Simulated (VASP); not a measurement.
# Ge2Sb2Te5 (P-3m1) in VASP: single point with r2SCAN+rVV10

Aim: the single point of Ge2Sb2Te5 with r2SCAN+rVV10.

Program: VASP 6.6.1. These are calculated values, not measurements. Logs are shortened: lines on timing, memory, paths and dates and some standing lists are left out, and cuts for length are marked.

### 1 The cell of the first run

The structure is trigonal, space group P-3m1 (No. 164). Conventional cell: a = 4.245 Å, b = 4.245 Å, c = 17.241 Å, α = 90.00°, β = 90.00°, γ = 120.00°. Within 3.9 Å of Te (site symmetry -3m) lie 6 Ge at 2.99 Å. Within 3.9 Å of Te (site symmetry 3m) lie 3 Ge at 2.97 Å and 3 Sb at 3.17 Å. Within 3.9 Å of Te (site symmetry 3m) lie 3 Sb at 2.99 Å and 3 Te at 3.90 Å. Ge (site symmetry 3m) has 6 Te at 2.97 to 2.99 Å within 3.9 Å. Sb (site symmetry 3m) has 6 Te at 2.99 to 3.17 Å within 3.9 Å.

### 2 Single point, r2SCAN+rVV10

POSCAR

```
Ge2Sb2Te5
1.0
    4.2445654449      0.0000000000      0.0000000000
   -2.1222827224      3.6759015033      0.0000000000
    0.0000000000      0.0000000000     17.2406475401
Te Ge Sb
5 2 2
Direct
    0.0000000000      0.0000000000      0.0000000000
    0.3333333333      0.6666666667      0.1959599016
    0.6666666667      0.3333333333      0.8040400984
    0.6666666667      0.3333333333      0.4120712913
    0.3333333333      0.6666666667      0.5879287087
    0.6666666667      0.3333333333      0.0991467874
    0.3333333333      0.6666666667      0.9008532126
    0.0000000000      0.0000000000      0.3129605918
    0.0000000000      0.0000000000      0.6870394082
```

INCAR.step1

```
PREC = Accurate
ENCUT = 520
ISMEAR = 0
SIGMA = 0.02
LREAL = F
LASPH = T
NELM = 80
NBANDS = 44
GGA = PE
ALGO = Normal
EDIFF = 1E-4
LWAVE = T
LCHARG = F
```

INCAR.step2

```
PREC = Accurate
ENCUT = 520
EDIFF = 1E-6
ISMEAR = 0
SIGMA = 0.02
LREAL = F
LASPH = T
NELM = 80
ALGO = Normal
ISIF = 2
LWAVE = F
LCHARG = T
METAGGA = R2SCAN
LMIXTAU = T
LUSE_VDW = T
IVDW_NL = 2
BPARAM = 11.95
CPARAM = 0.0093
LELF = T
LVHAR = T
NBANDS = 44
ISTART = 1
```

KPOINTS

```
Automatic mesh
0
Gamma
  10 10 2
```

Potentials or basis: VASP PAW PBE potentials, release 64 (Te, Ge_d, Sb).

On the command line:

```console
> cat potpaw_PBE.64/Te/POTCAR potpaw_PBE.64/Ge_d/POTCAR potpaw_PBE.64/Sb/POTCAR > POTCAR
> cp INCAR.step1 INCAR
> mpirun -np 1 vasp_std > vasp.out
> cp INCAR.step2 INCAR
> mpirun -np 1 vasp_std > vasp.out
```

OUTCAR:

```text
PREC = Accurate
   ENCUT = 520
   EDIFF = 1E-6
   ISMEAR = 0
   LREAL = F
   LASPH = T
   NELM = 80
   ISIF = 2
   METAGGA = R2SCAN
   IVDW_NL = 2
   BPARAM = 11.95
   ISTART = 1

 ion  position               nearest neighbor table
   1  0.000  0.000  0.000-   6 2.99   7 2.99   7 2.99   6 2.99   6 2.99   7 2.99
   2  0.333  0.667  0.196-   6 2.97   6 2.97   6 2.97   8 3.17   8 3.17   8 3.17
   3  0.667  0.333  0.804-   7 2.97   7 2.97   7 2.97   9 3.17   9 3.17   9 3.17
   4  0.667  0.333  0.412-   8 2.99   8 2.99   8 2.99
   5  0.333  0.667  0.588-   9 2.99   9 2.99   9 2.99
   6  0.667  0.333  0.099-   2 2.97   2 2.97   2 2.97   1 2.99   1 2.99   1 2.99
   7  0.333  0.667  0.901-   3 2.97   3 2.97   3 2.97   1 2.99   1 2.99   1 2.99
   8  0.000  0.000  0.313-   4 2.99   4 2.99   4 2.99   2 3.17   2 3.17   2 3.17
   9  0.000  0.000  0.687-   5 2.99   5 2.99   5 2.99   3 3.17   3 3.17   3 3.17

  LATTYP: Found a hexagonal cell.
 ALAT       =     4.2445654449
 C/A-ratio  =     4.0618168724

  Lattice vectors:

 A1 = (   4.2445654449,   0.0000000000,   0.0000000000)
 A2 = (  -2.1222827224,   3.6759015033,   0.0000000000)
 A3 = (   0.0000000000,   0.0000000000,  17.2406475401)

Analysis of symmetry for initial positions (statically):
=====================================================================
 Subroutine PRICEL returns:
 Original cell was already a primitive cell.

 Routine SETGRP: Setting up the symmetry group for a
 hexagonal supercell.

 Subroutine GETGRP returns: Found 12 space group operations
 (whereof 12 operations were pure point group operations)
 out of a pool of 24 trial point group operations.

The static configuration has the point symmetry D_3d.

Analysis of symmetry for dynamics (positions and initial velocities):
=====================================================================
 Subroutine PRICEL returns:
 Original cell was already a primitive cell.

 Routine SETGRP: Setting up the symmetry group for a
 hexagonal supercell.

 Subroutine GETGRP returns: Found 12 space group operations
 (whereof 12 operations were pure point group operations)
 out of a pool of 24 trial point group operations.

The dynamic configuration has the point symmetry D_3d.

 Subroutine INISYM returns: Found 12 space group operations
 (whereof 12 operations are pure point group operations),
 and found     1 'primitive' translations

[... 117 lines left out ...]
   TEBEG  =    0.0;   TEEND  =   0.0 temperature during run
   PSTRESS=    0.0 pullay stress
   NELECT =      68.0000    total number of electrons
   NUPDOWN=      -1.0000    fix difference up-down
   EMIN   =  10.00;   EMAX   =-10.00  energy-range for DOS
   EFERMI =   0.00;   METHOD = LEGACY
   ISMEAR =     0;   SIGMA  =   0.02  broadening in eV -4-tet -1-fermi 0-gaus
   EFERMI_NEDOS =   21; number of points for ismear=-14 and -15
   IALGO  =     38    algorithm
   IMIX   =      4    mixing-type and parameters
     AMIX     =   0.40;   BMIX     =  1.00
     AMIX_MAG =   1.60;   BMIX_MAG =  1.00
  volume/ion in A,a.u.               =      29.89       201.70
  Fermi-wavevector in a.u.,A,eV,Ry     =   1.035128  1.956109 14.578519  1.071491
  Thomas-Fermi vector in A             =   2.169457
   LORBIT       =      0    0 simple, 1 ext, 2 COOP (PROOUT), +10 PAW based schemes
   METAGGA = R2SCAN    functional components
   LHFCALC =     F    Hartree Fock is set to
   AEXX    =    0.0000 exact exchange contribution
   IVDW_NL    =     2    kernel type
   BPARAM     =11.9500
   IVDW    =     0    specifies the selected vdW correction
   LEPSILON=     F    determine dielectric tensor
   LRPA    =     F    only Hartree local field effects (RPA)
 non-spin polarized calculation
 Gauss-broadening in eV      SIGMA  =   0.02
  energy-cutoff  :      520.00
  volume of cell :      269.00
 maximum number of plane-waves:      7284
 NGX is ok and might be reduce to    32
   NGX = 15   NGY = 15   NGZ = 65

 number of electron      67.9999993 magnetization

 Free energy of the ion-electron system (eV)
  ---------------------------------------------------
  ext. energy  EPLUGINS =         0.00000000
  ---------------------------------------------------
  free energy    TOTEN  =      -205.01843869 eV

  energy without entropy =     -205.01843869  energy(sigma->0) =     -205.01843869

 E-fermi :   6.3849     XC(G=0): -10.0300

 val. band max:        6.2922880757   @ k =   0.0000   0.0000   0.0000
 cond. band min:       6.6163722208   @ k =   0.0000   0.0000   0.0000
 fundamental gap:      0.3240841451
 Fermi energy:         6.3848746003

 k-point     1 :       0.0000    0.0000    0.0000
  band No.  band energies     occupation
      1     -19.3660      2.00000
      2     -19.3659      2.00000
      3     -19.3650      2.00000
      4     -19.3650      2.00000
      5     -19.3565      2.00000
      6     -19.3562      2.00000
[... 1117 lines left out ...]
     43       9.9722      0.00000
     44      10.3218      0.00000

 [... further k-points ...]

------------------------ aborting loop because EDIFF is reached ----------------------------------------

  FORCE on cell =-STRESS in cart. coord.  units (eV):
  Direction    XX          YY          ZZ          XY          YZ          ZX
  --------------------------------------------------------------------------------------
  -------------------------------------------------------------------------------------
  Total        0.2731107      0.2731107      0.2883695      0.0000000      0.0000000      0.0000000
  in kB        1.6266666      1.6266666      1.7175492      0.0000000      0.0000000      0.0000000
  external PRESSURE =       1.6569608 kB  Pullay stress =       0.0000000 kB

 VOLUME and BASIS-vectors are now :
 -----------------------------------------------------------------------------
  energy-cutoff  :      520.00
  volume of cell :      269.00
      direct lattice vectors                 reciprocal lattice vectors
     4.244565445  0.000000000  0.000000000     0.235595378  0.136021055  0.000000000
    -2.122282722  3.675901503  0.000000000     0.000000000  0.272042110  0.000000000
     0.000000000  0.000000000 17.240647540     0.000000000  0.000000000  0.058002462

 POSITION                                       TOTAL-FORCE (eV/Angst)
 -----------------------------------------------------------------------------------
      0.00000      0.00000      0.00000         0.000000      0.000000      0.000000
     -0.00000      2.45060      3.37848         0.000000     -0.000000     -0.001127
      2.12228      1.22530     13.86217         0.000000     -0.000000      0.001127
      2.12228      1.22530      7.10438        -0.000000     -0.000000      0.039606
     -0.00000      2.45060     10.13627        -0.000000      0.000000     -0.039606
      2.12228      1.22530      1.70935        -0.000000      0.000000     -0.005700
     -0.00000      2.45060     15.53129         0.000000     -0.000000      0.005700
      0.00000      0.00000      5.39564        -0.000000      0.000000     -0.030389
      0.00000      0.00000     11.84500         0.000000     -0.000000      0.030389
 -----------------------------------------------------------------------------------
    total drift:                               -0.000000      0.000000      0.000000

  FREE ENERGIE OF THE ION-ELECTRON SYSTEM (eV)
  ---------------------------------------------------
  free  energy   TOTEN  =      -205.0184386882 eV

  energy  without entropy=     -205.0184386882  energy(sigma->0) =     -205.01843869
```

OUTCAR.step1:

```text
PREC = Accurate
   ENCUT = 520
   ISMEAR = 0
   LREAL = F
[... 1378 lines left out ...]
      2.12228      1.22530      1.70935         0.000000     -0.000000      0.002243
     -0.00000      2.45060     15.53129        -0.000000      0.000000     -0.002243
      0.00000      0.00000      5.39564         0.000000      0.000000     -0.073564
      0.00000      0.00000     11.84500         0.000000     -0.000000      0.073564
 -----------------------------------------------------------------------------------
    total drift:                               -0.000000      0.000000      0.000000

  FREE ENERGIE OF THE ION-ELECTRON SYSTEM (eV)
  ---------------------------------------------------
  free  energy   TOTEN  =       -33.9461987145 eV

  energy  without entropy=      -33.9461987145  energy(sigma->0) =      -33.94619871
```

Wall time 16 min (1 thread of Intel Xeon 6975P-C (Granite Rapids), shared host); peak memory 1 GiB.

What came out:

* Free energy: -205.0184 eV
* Pressure: 0.2 GPa
* Largest force: 0.040 eV/Å
* Band gap on the k mesh: 0.32 eV

Forces on the atoms (eV/Å):
```
Te   0.000  0.000  0.000
Te   0.000  0.000 -0.001
Te   0.000  0.000  0.001
Te   0.000  0.000  0.040
Te   0.000  0.000 -0.040
Ge   0.000  0.000 -0.006
Ge   0.000  0.000  0.006
Sb   0.000  0.000 -0.030
Sb   0.000  0.000  0.030
```

Caveat: the PAW data sets were made with another functional, which shifts forces and pressure a little; spin-orbit coupling is left out, which moves the levels of the heavy elements.
